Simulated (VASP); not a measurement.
The system is Zn.

```
Zn
1.0
     0.00000    2.71000    2.71000
     2.71000    0.00000    2.71000
     2.71000    2.71000    0.00000
Zn
2
Direct
  0.00000 0.00000 0.00000
  0.25000 0.25000 0.25000
```

This isn't the form of Zn at room conditions, which is hcp.

```yaml
Program: VASP 6.6.1
Task: relaxation of cell and atoms
Functional: PBE
Potentials_or_basis: VASP PAW PBE potentials, release 64 (Zn)
Cutoff: 600 eV
k_mesh: 13 × 13 × 13
Occupations: gaussian, width 0.05 eV
Spin: no spin polarisation
```

At the start: pressure 10.3 GPa; volume 19.90 Å³/atom.

**Question.** How do energy, volume and symmetry change on relaxing?

**Answer.** Over 4 steps the energy falls by 123.2 meV/atom and the volume is 24.80 Å³/atom (+24.6 %); space group Fd-3m (No. 227, to 0.1 Å) before and after.

Step by step:
| step | energy change (eV) | largest force (eV/Å) | pressure (GPa) | volume (Å³) |
| --- | --- | --- | --- | --- |
| 1 | 0.0000 | 0.0000 | 10.30 | 39.81 |
| 2 | -0.2404 | 0.0000 | 1.12 | 47.64 |
| 3 | -0.2455 | 0.0000 | -0.36 | 50.28 |
| 4 | -0.2464 | 0.0000 | -0.06 | 49.60 |

Final structure:
```cif
data_structure
_symmetry_space_group_name_H-M 'P 1'
_symmetry_Int_Tables_number 1
_cell_length_a 4.1241
_cell_length_b 4.1241
_cell_length_c 4.1241
_cell_angle_alpha 60.000
_cell_angle_beta 60.000
_cell_angle_gamma 60.000
_cell_volume 49.60
loop_
_atom_site_label
_atom_site_type_symbol
_atom_site_fract_x
_atom_site_fract_y
_atom_site_fract_z
_atom_site_occupancy
Zn1 Zn 0.00000 0.00000 0.00000 1
Zn2 Zn 0.25000 0.25000 0.25000 1
```

Caveat: the volume moved by over 15 % at a fixed basis, so the end points are rough.
